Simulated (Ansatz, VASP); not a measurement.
**CuO: VASP beside Ansatz**

```
Cu O
1.0
     0.00000    2.11656    2.11656
     2.11656    0.00000    2.11656
     2.11656    2.11656    0.00000
Cu O
1 1
Direct
  0.00000 0.00000 0.00000
  0.50000 0.50000 0.50000
```

Alike in both runs: task single point; functional PBE; k mesh 6 × 6 × 6; occupations gaussian, width 0.1 eV; collinear spin.

|  | VASP | Ansatz |
| --- | --- | --- |
| version | VASP 6.6.1 | Ansatz 0.2.0 |
| potentials or method | VASP PAW PBE potentials, release 64 (Cu, O), cutoff 520 eV | scalar-relativistic, plane waves, PAW |
| valence electrons in the cell | 17 | 25 |

```tsv
	VASP	Ansatz	Ansatz less VASP
gap on the k mesh at the Fermi level (eV)	none	none	-
pressure (GPa)	2.4	2.3	-0.17
net moment per atom (μB)	0.32	0.33	+0.005
size of the moment on the site where the two differ most (μB)	0.21	0.23	+0.016
```

Site moments also hang on the region over which each program counts them. A gap of «none» marks a metal or a gap that the smearing closes. With one functional, cell and mesh, what is left measures potentials, basis and numerics. VASP's potentials hold 17 valence electrons a cell and Ansatz's 25, so a difference there can come from the potentials and not from the codes. Ansatz's warnings: optics on partly filled bands.

The k mesh is coarse, so the values compare programs but aren't converged.
